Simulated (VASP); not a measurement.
Wanted: the native input for a VASP 6.6.1 run.

- Task: single point
- Functional: PBE
- Potentials or basis: VASP PAW PBE potentials, release 64 (Te)
- Cutoff: 520 eV
- k mesh: 4 × 4 × 4
- Occupations: gaussian, width 0.1 eV
- Spin: no spin polarisation
- Dipole correction: no
- Further INCAR settings: ALGO = Normal; EDIFF = 1e-06; NBANDS = 20

The structure of Te lies in POSCAR:

```
Te
1.0
    4.7774847900      0.0000000000      0.0000000000
    0.0000000000      4.7774847900      0.0000000000
    0.0000000000      0.0000000000      4.7774847900
Te
4
Direct
    0.8750000000      0.1250000000      0.6250000000
    0.3750000000      0.3750000000      0.3750000000
    0.1250000000      0.6250000000      0.8750000000
    0.6250000000      0.8750000000      0.1250000000
```

The cell was built from a structure type or drawn by symmetry, and may not be a known phase.

These files were run (other wordings do the same):

INCAR

```
ALGO = Normal ; EDIFF = 1E-6
ENCUT = 520 ; GGA = PE
ISIF = 2 ; ISMEAR = 0
LASPH = True ; LCHARG = False
LREAL = False ; LWAVE = False
NBANDS = 20 ; NELM = 100
PREC = Accurate ; SIGMA = 0.1
```

KPOINTS

```
k-points
0
Gamma
  4 4 4
```

Potentials or basis: VASP PAW PBE potentials, release 64 (Te).

Command:

```console
$ cat potpaw_PBE.64/Te/POTCAR > POTCAR
$ mpirun -np 1 vasp_std > vasp.out
```

It gave:

| Item | Value |
| --- | --- |
| Pressure | 20.2 GPa |
| Band gap on the k mesh | zero (bands 12 and 13 overlap by 0.90 eV) |

Caveat: the cell stands under pressure; spin-orbit coupling is left out, which moves the levels of the heavy elements.

It took 18 s on 1 thread of AMD EPYC 7R13 (shared host), peak memory 0.17 GiB.
